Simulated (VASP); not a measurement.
A run of VASP 6.6.1:

File INCAR:

```
PREC     = Accurate       # precision mode
ENCUT    = 600            # plane-wave cutoff, eV
EDIFF    = 1E-6           # SCF threshold, eV
ISMEAR   = -1             # smearing method
SIGMA    = 0.15           # smearing width, eV
LREAL    = False          # projectors in reciprocal space
LASPH    = True           # aspherical terms in the spheres
NELM     = 80             # most SCF steps
ALGO     = Normal         # electronic algorithm
ISIF     = 3              # what is computed and relaxed
LWAVE    = False          # write WAVECAR
LCHARG   = False          # write CHGCAR
GGA      = PE             # functional
ALDAC    = 0.0          
AGGAC    = 0.0          
IBRION   = 2              # ionic algorithm
NSW      = 80             # ionic steps
EDIFFG   = -0.005         # ionic threshold
```

The input KPOINTS:

```
regular mesh
0
Gamma
  9 9 9
```

The input POSCAR:

```
Tl
1.0
    0.0000000000      2.5304305108      2.5304305108
    2.5304305108      0.0000000000      2.5304305108
    2.5304305108      2.5304305108      0.0000000000
Tl
1
Direct
    0.0000000000      0.0000000000      0.0000000000
```

Potentials or basis: VASP PAW PBE potentials, release 64 (Tl_d).

Command:

```console
$ cat potpaw_PBE.64/Tl_d/POTCAR > POTCAR
$ mpirun -np 1 vasp_std > vasp.out
```

Hardware: 1 thread of Intel Xeon 8259CL, with other jobs on the host.

Q: How long does it take, and how much memory?

A: Wall time 2.7 min on 1 thread of Intel Xeon 8259CL (shared host), peak memory 0.18 GiB. Counts: scf iterations 98, k points 35, ion steps 24.
